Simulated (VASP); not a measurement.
A run of VASP 6.6.1 is set up as follows.

INCAR

```
SYSTEM = Ba
PREC = Accurate
ENCUT = 600
EDIFF = 1E-6
ISMEAR = -1
SIGMA = 0.05
LREAL = .False.
LASPH = .True.
NELM = 60
ALGO = Normal
ISIF = 3
LWAVE = .False.
LCHARG = .False.
GGA = CA
IBRION = 2
NSW = 80
EDIFFG = -0.01
```

File KPOINTS:

```
Automatic mesh
0
Gamma
  7 7 7
  0.5 0.5 0.5
```

Contents of POSCAR:

```
Ba
1.0
    3.9177180000      0.0000000000      0.0000000000
    0.0000000000      3.9177180000      0.0000000000
    0.0000000000      0.0000000000      3.9177180000
Ba
1
Direct
    0.0000000000      0.0000000000      0.0000000000
```

Potentials or basis: VASP PAW LDA potentials, release 64 (Ba_sv).

Run with:

```console
$ cat potpaw_LDA.64/Ba_sv/POTCAR > POTCAR
$ mpirun -np 1 vasp_std > vasp.out
```

Task: Estimate the relaxed volume.

Result: 52.36 Å³/atom.

Task: Estimate the space group after relaxing (to 0.05 Å).

Result: Pm-3m (No. 221).

Task: What does it give for the band gap on the k mesh?

Result: Zero (band 5 reaches 1.98 eV, above the bottom of band 6 at 1.79 eV).

Task: Predict the relaxed cell.

Result: a = 3.741 Å, b = 3.741 Å, c = 3.741 Å, α = 90.00°, β = 90.00°, γ = 90.00°.

Step by step:
| step | energy change (eV) | largest force (eV/Å) | pressure (GPa) | volume (Å³) |
| --- | --- | --- | --- | --- |
| 1 | 0.0000 | 0.0000 | -1.03 | 60.13 |
| 2 | -0.0184 | 0.0000 | -0.73 | 56.82 |
| 3 | -0.0297 | 0.0000 | 0.00 | 52.36 |

Caveat: spin-orbit coupling is left out, which moves the levels of the heavy elements.
